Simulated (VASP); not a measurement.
Input of a VASP 6.6.1 run:

Contents of INCAR:

```
SYSTEM = Te
ALGO     = Normal         ! electronic algorithm
EDIFF    = 1E-6           ! SCF threshold, eV
ENCUT    = 520            ! plane-wave cutoff, eV
GGA      = PE             ! functional
ISIF     = 2              ! what is computed and relaxed
ISMEAR   = 0              ! smearing method
LASPH    = .TRUE.         ! aspherical terms in the spheres
LCHARG   = .FALSE.        ! write CHGCAR
LREAL    = .FALSE.        ! projectors in reciprocal space
LWAVE    = .FALSE.        ! write WAVECAR
NBANDS   = 9              ! bands
NELM     = 80             ! most SCF steps
PREC     = Accurate       ! precision mode
SIGMA    = 0.15           ! smearing width, eV
```

The input KPOINTS:

```
k-points
0
G
  15 15 15
  0 0 0
```

File POSCAR:

```
Te
1.0
    2.1942663349      1.2668602591      1.8563493193
   -2.1942663349      1.2668602591      1.8563493193
    0.0000000000     -2.5337205182      1.8563493193
Te
1
Direct
    0.5000000000      0.5000000000      0.5000000000
```

Potentials or basis: VASP PAW PBE potentials, release 64 (Te).

Run with:

```console
$ cat potpaw_PBE.64/Te/POTCAR > POTCAR
$ mpirun -np 1 vasp_std > vasp.out
```

Q: Estimate the pressure.

A: 3.1 GPa.

Q: Predict the band gap on the k mesh.

A: Zero (band 3 reaches 9.83 eV, above the bottom of band 4 at 4.14 eV).

Caveat: spin-orbit coupling is left out, which moves the levels of the heavy elements.
